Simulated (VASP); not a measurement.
Runs of VASP 6.6.1 on Si. The structure is that of space group I4/mmm (No. 139), or close to it. The cells are those of the table. 

```csv
cell,gap on the mesh (eV),pressure (GPa),largest force (eV/Å)
"a = 4.536, b = 4.536, c = 4.386 Å, angles 100.8, 100.8, 129.6°, 4 atoms",none,52.5,6.45
"a = 4.461 Å, angles 100.8, 100.8, 128.7°, 4 atoms",none,(b),6.08
"a = 4.697, b = 4.697, c = 4.546 Å, angles 100.1, 100.1, 131.5°, 4 atoms",none,(a),3.86
"a = 5.773 Å, angles 96.4, 96.4, 140.9°, 4 atoms",none,-11.0,0.35
"a = 4.622 Å, angles 100.0, 100.0, 130.6°, 4 atoms",none,32.5,3.57
```

Alike in all rows: task single point; level PBE; potentials or basis VASP PAW PBE potentials, release 64 (Si); no spin polarisation; k mesh 10 × 10 × 10; cutoff (eV) 520; smearing gaussian 0.05 eV.

Question: Estimate the missing entries.

Answer: (a) 32.4; (b) 52.6.

Caveats: the cell stands under pressure (at least some runs); forces of over 1 eV/Å act on the atoms, so gaps and moduli don't describe the material at rest (at least some runs); semilocal functionals underestimate gaps, so a narrow gap can read as zero (at least some runs); the cell stands under tension (at least some runs).

A gap of «none» marks levels without a gap at the run's occupations.
